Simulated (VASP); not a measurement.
# K2TaO3 (P-4m2) in VASP: single point with PBE

Aim: the single point of K2TaO3 with PBE.

All numbers are computed with VASP 6.6.1; they aren't measurements. Logs are shortened: lines on timing, memory, paths and dates and some standing lists are left out, and cuts for length are marked.

### 1 The cell of the first run

Symmetry: P-4m2, No. 115, tetragonal system. The conventional cell has a = 3.765 Å, b = 3.765 Å, c = 10.293 Å, α = 90.00°, β = 90.00°, γ = 90.00°. Within 3.2 Å of K (site symmetry 2mm) lie 2 O at 2.46 Å. Within 2.6 Å of Ta (site symmetry -4m2) lie 4 O at 1.94 Å. O (site symmetry -4m2) has 4 K at 2.46 Å within 3.2 Å. Within 2.6 Å of O (site symmetry 2mm) lie 2 Ta at 1.94 Å.

The cell was built from a structure type or drawn by symmetry, and may not be a known phase.

### 2 Single point, PBE, collinear spin

INCAR

```
PREC = Accurate ; ENCUT = 520
EDIFF = 1E-6 ; ISMEAR = 0
SIGMA = 0.1 ; LREAL = False
LASPH = True ; NELM = 150
ALGO = Normal ; ISIF = 2
LWAVE = False ; LCHARG = True
ISPIN = 2 ; MAGMOM = 0 0 -0.15 -0.48 0 0
LORBIT = 11 ; LMAXMIX = 4
GGA = PE ; LELF = True
LVHAR = True ; NBANDS = 36
```

KPOINTS

```
Automatic mesh
0
Gamma
  10 10 4
```

POSCAR

```
K2TaO3
1.0
    3.7652196249      0.0000000000      0.0000000000
    0.0000000000      3.7652196249      0.0000000000
    0.0000000000      0.0000000000     10.2932636565
K Ta O
2 1 3
Direct
    0.0000000000      0.5000000000      0.3468556318
    0.5000000000      0.0000000000      0.6531443682
    0.0000000000      0.0000000000      0.0000000000
    0.5000000000      0.5000000000      0.5000000000
    0.0000000000      0.5000000000      0.9536952306
    0.5000000000      0.0000000000      0.0463047694
```

Potentials or basis: VASP PAW PBE potentials, release 64 (K_sv, Ta_pv, O).

Run with:

```bash
cat potpaw_PBE.64/K_sv/POTCAR potpaw_PBE.64/Ta_pv/POTCAR potpaw_PBE.64/O/POTCAR > POTCAR
mpirun -np 1 vasp_std > vasp.out
```

OUTCAR:

```text
PREC = Accurate
   ENCUT = 520
   EDIFF = 1E-6
   ISMEAR = 0
   LREAL = False
   LASPH = True
   NELM = 150
   ISIF = 2
   ISPIN = 2
   LORBIT = 11
   GGA = PE

 ion  position               nearest neighbor table
   1  0.000  0.500  0.347-   4 2.46   4 2.46
   2  0.500  0.000  0.653-   4 2.46   4 2.46
   3  0.000  0.000  0.000-   5 1.94   6 1.94   5 1.94   6 1.94
   4  0.500  0.500  0.500-   1 2.46   2 2.46   2 2.46   1 2.46
   5  0.000  0.500  0.954-   3 1.94   3 1.94
   6  0.500  0.000  0.046-   3 1.94   3 1.94

  LATTYP: Found a simple tetragonal cell.
 ALAT       =     3.7652196249
 C/A-ratio  =     2.7337751000

  Lattice vectors:

 A1 = (   3.7652196249,   0.0000000000,   0.0000000000)
 A2 = (   0.0000000000,   3.7652196249,   0.0000000000)
 A3 = (   0.0000000000,   0.0000000000,  10.2932636565)

Analysis of symmetry for initial positions (statically):
=====================================================================
 Subroutine PRICEL returns:
 Original cell was already a primitive cell.

 Routine SETGRP: Setting up the symmetry group for a
 simple tetragonal supercell.

 Subroutine GETGRP returns: Found  8 space group operations
 (whereof  8 operations were pure point group operations)
 out of a pool of 16 trial point group operations.

The static configuration has the point symmetry D_2d.

Analysis of symmetry for dynamics (positions and initial velocities):
=====================================================================
 Subroutine PRICEL returns:
 Original cell was already a primitive cell.

 Routine SETGRP: Setting up the symmetry group for a
 simple tetragonal supercell.

 Subroutine GETGRP returns: Found  8 space group operations
 (whereof  8 operations were pure point group operations)
 out of a pool of 16 trial point group operations.

The dynamic configuration has the point symmetry D_2d.

Analysis of structural, dynamic, and magnetic symmetry:
=====================================================================
 Subroutine PRICEL returns:
 Original cell was already a primitive cell.

 Routine SETGRP: Setting up the symmetry group for a
 simple tetragonal supercell.

 Subroutine GETGRP returns: Found  8 space group operations
 (whereof  8 operations were pure point group operations)
 out of a pool of 16 trial point group operations.

The overall configuration has the point symmetry D_2d.

 Subroutine INISYM returns: Found  8 space group operations
 (whereof  8 operations are pure point group operations),
 and found     1 'primitive' translations

----------------------------------------------------------------------------------------

                                     Primitive cell

  volume of cell :     145.9264

  direct lattice vectors                    reciprocal lattice vectors
     3.765219625  0.000000000  0.000000000     0.265588757  0.000000000  0.000000000
     0.000000000  3.765219625  0.000000000     0.000000000  0.265588757  0.000000000
     0.000000000  0.000000000 10.293263657     0.000000000  0.000000000  0.097150917

  length of vectors
     3.765219625  3.765219625 10.293263657     0.265588757  0.265588757  0.097150917

  position of ions in fractional coordinates (direct lattice)
     0.000000000  0.500000000  0.346855632
     0.500000000  0.000000000  0.653144368
     0.000000000  0.000000000  0.000000000
     0.500000000  0.500000000  0.500000000
     0.000000000  0.500000000  0.953695231
     0.500000000  0.000000000  0.046304769

  ion indices of the primitive-cell ions
   primitive index   ion index
                 1           1
                 2           2
                 3           3
                 4           4
                 5           5
                 6           6

----------------------------------------------------------------------------------------

 KPOINTS: Automatic mesh

Automatic generation of k-mesh.
 Grid dimensions read from file:
 generate k-points for:   10   10    4

[... 23 lines left out ...]
  0.300000  0.000000  0.000000      4.000000
  0.400000  0.000000  0.000000      4.000000
  0.500000  0.000000  0.000000      2.000000
[... 16 lines left out ...]
  0.100000  0.000000  0.250000      8.000000
  0.200000  0.000000  0.250000      8.000000
 [... further k-points ...]
   k-points           NKPTS =     63   k-points in BZ     NKDIM =     63   number of bands    NBANDS=     36
   number of dos      NEDOS =    301   number of ions     NIONS =      6
   total plane-waves  NPLWV =  62720
   dimension x,y,z NGX =    28 NGY =   28 NGZ =   80
   dimension x,y,z NGXF=    56 NGYF=   56 NGZF=  160
   ions per type =               2   1   3
   NGX,Y,Z   is equivalent  to a cutoff of  12.36, 12.36, 12.92 a.u.
   NGXF,Y,Z  is equivalent  to a cutoff of  24.73, 24.73, 25.84 a.u.
 SYSTEM =  unknown system
   PREC   = accura    normal or accurate (medium, high low for compatibility)
   ISTART =      0    job   : 0-new  1-cont  2-samecut
   ICHARG =      2    charge: 1-file 2-atom 10-const
   ISPIN  =      2    spin polarized calculation?
   LNONCOLLINEAR =      F non collinear calculations
   LSORBIT =      F    spin-orbit coupling
   LASPH  =      T    aspherical Exc in radial PAW
   ENCUT  =  520.0 eV  38.22 Ry    6.18 a.u.   7.00  7.00 19.14*2*pi/ulx,y,z
   NELM   =    150;   NELMIN=  2; NELMDL= -5     # of ELM steps
   EDIFF  = 0.1E-05   stopping-criterion for ELM
   LREAL  =      F    real-space projection
   EDIFFG = 0.1E-04   stopping-criterion for IOM
   NSW    =      0    number of steps for IOM
   IBRION =     -1    ionic relax: 0-MD 1-quasi-New 2-CG
   NFREE  =      0    steps in history (QN), initial steepest desc. (CG)
   ISIF   =      2    stress and relaxation
   ISYM   =      2    0-nonsym 1-usesym 2-fastsym
   POTIM  = 0.5000    time-step for ionic-motion
   TEBEG  =    0.0;   TEEND  =   0.0 temperature during run
   PSTRESS=    0.0 pullay stress
   NELECT =      47.0000    total number of electrons
   NUPDOWN=      -1.0000    fix difference up-down
   EMIN   =  10.00;   EMAX   =-10.00  energy-range for DOS
   EFERMI =   0.00;   METHOD = LEGACY
   ISMEAR =     0;   SIGMA  =   0.10  broadening in eV -4-tet -1-fermi 0-gaus
   EFERMI_NEDOS =   21; number of points for ismear=-14 and -15
   IALGO  =     38    algorithm
   IMIX   =      4    mixing-type and parameters
     AMIX     =   0.40;   BMIX     =  1.00
     AMIX_MAG =   1.60;   BMIX_MAG =  1.00
  volume/ion in A,a.u.               =      24.32       164.13
  Fermi-wavevector in a.u.,A,eV,Ry     =   1.122181  2.120614 17.133680  1.259290
  Thomas-Fermi vector in A             =   2.258839
   LORBIT       =     11    0 simple, 1 ext, 2 COOP (PROOUT), +10 PAW based schemes
   GGA     = PE    functional components
   LHFCALC =     F    Hartree Fock is set to
   AEXX    =    0.0000 exact exchange contribution
   IVDW    =     0    specifies the selected vdW correction
   LEPSILON=     F    determine dielectric tensor
   LRPA    =     F    only Hartree local field effects (RPA)
 spin polarized calculation
 Gauss-broadening in eV      SIGMA  =   0.10
  energy-cutoff  :      520.00
  volume of cell :      145.93
 maximum number of plane-waves:      3968
   NGX = 15   NGY = 15   NGZ = 39

 number of electron      46.9999985 magnetization      -0.0703784

 Free energy of the ion-electron system (eV)
  ---------------------------------------------------
  ext. energy  EPLUGINS =         0.00000000
  ---------------------------------------------------
  free energy    TOTEN  =       -37.66010919 eV

  energy without entropy =      -37.59430938  energy(sigma->0) =      -37.62720929

 E-fermi :   0.2246     XC(G=0):  -7.7363

 val. band max:        0.2244970074   @ k =   0.1000   0.0000   0.5000
 cond. band min:       0.2247521813   @ k =   0.2000   0.0000   0.2500
 fundamental gap:      0.0002551739
 Fermi energy:         0.2245961578

 spin component 1

 k-point     1 :       0.0000    0.0000    0.0000
  band No.  band energies     occupation
      1     -35.5229      1.00000
      2     -35.5229      1.00000
      3     -35.2459      1.00000
      4     -29.0215      1.00000
      5     -28.9982      1.00000
      6     -19.4012      1.00000
[... 901 lines left out ...]
     34       7.5657      0.00000
     35       8.0808      0.00000

 [... further k-points ...]

 spin component 2

 k-point     1 :       0.0000    0.0000    0.0000
  band No.  band energies     occupation
      1     -35.5216      1.00000
      2     -35.5216      1.00000
      3     -35.2426      1.00000
      4     -29.0239      1.00000
      5     -29.0005      1.00000
      6     -19.4016      1.00000
[... 901 lines left out ...]
     34       7.5477      0.00000
     35       8.0745      0.00000

 [... further k-points ...]

 [bands above 35 left out]

------------------------ aborting loop because EDIFF is reached ----------------------------------------

  FORCE on cell =-STRESS in cart. coord.  units (eV):
  Direction    XX          YY          ZZ          XY          YZ          ZX
  --------------------------------------------------------------------------------------
  -------------------------------------------------------------------------------------
  Total        0.3350369      0.3350369     -0.1398394      0.0000000     -0.0000000      0.0000000
  in kB        3.6784896      3.6784896     -1.5353463      0.0000000     -0.0000000      0.0000000
  external PRESSURE =       1.9405443 kB  Pullay stress =       0.0000000 kB

 VOLUME and BASIS-vectors are now :
 -----------------------------------------------------------------------------
  energy-cutoff  :      520.00
  volume of cell :      145.93
      direct lattice vectors                 reciprocal lattice vectors
     3.765219625  0.000000000  0.000000000     0.265588757  0.000000000  0.000000000
     0.000000000  3.765219625  0.000000000     0.000000000  0.265588757  0.000000000
     0.000000000  0.000000000 10.293263657     0.000000000  0.000000000  0.097150917

 POSITION                                       TOTAL-FORCE (eV/Angst)
 -----------------------------------------------------------------------------------
      0.00000      1.88261      3.57028         0.000000      0.000000      0.013929
      1.88261      0.00000      6.72299         0.000000     -0.000000     -0.013929
      0.00000      0.00000      0.00000        -0.000000      0.000000      0.000000
      1.88261      1.88261      5.14663         0.000000      0.000000      0.000000
      0.00000      1.88261      9.81664        -0.000000      0.000000     -0.117436
      1.88261      0.00000      0.47663         0.000000      0.000000      0.117436
 -----------------------------------------------------------------------------------
    total drift:                                0.000000      0.000000     -0.000000

  FREE ENERGIE OF THE ION-ELECTRON SYSTEM (eV)
  ---------------------------------------------------
  free  energy   TOTEN  =       -37.6601091906 eV

  energy  without entropy=      -37.5943093831  energy(sigma->0) =      -37.62720929

 total charge

# of ion       s       p       d       tot
------------------------------------------
    1        1.969   5.570   0.059   7.598
    2        1.969   5.570   0.059   7.598
    3        0.361   6.248   2.213   8.821
    4        1.572   3.307   0.000   4.879
    5        1.571   3.488   0.000   5.059
    6        1.571   3.488   0.000   5.059
--------------------------------------------------
tot          9.014  27.671   2.330  39.015

 magnetization (x)

# of ion       s       p       d       tot
------------------------------------------
    1        0.000  -0.002   0.000  -0.002
    2        0.000  -0.002   0.000  -0.002
    3        0.000   0.000   0.003   0.003
    4       -0.001  -0.058   0.000  -0.058
    5       -0.000  -0.000   0.000  -0.000
    6       -0.000  -0.000   0.000  -0.000
--------------------------------------------------
tot         -0.001  -0.062   0.003  -0.059
```

Wall time 13 min (1 thread of AMD EPYC 9R45 (Zen 5), shared host); peak memory 0.6 GiB.

What came out:

| Property | Result |
| --- | --- |
| Free energy | -37.6601 eV |
| Pressure | 0.2 GPa |
| Largest force | 0.117 eV/Å |
| Net moment | -0.07 μB per cell |
| Site moments | K -0.00; Ta +0.00; O -0.06, -0.00 (each value once) μB |
| Valence electrons inside the program's atomic spheres | K 7.60; Ta 8.82; O 4.88, 5.06 (each value once) |

Forces in eV/Å, atoms in the order of the input:
```
K    0.000  0.000  0.014
K    0.000  0.000 -0.014
Ta   0.000  0.000  0.000
O    0.000  0.000  0.000
O    0.000  0.000 -0.117
O    0.000  0.000  0.117
```

Caveat: spin-orbit coupling is left out, which moves the levels of the heavy elements.
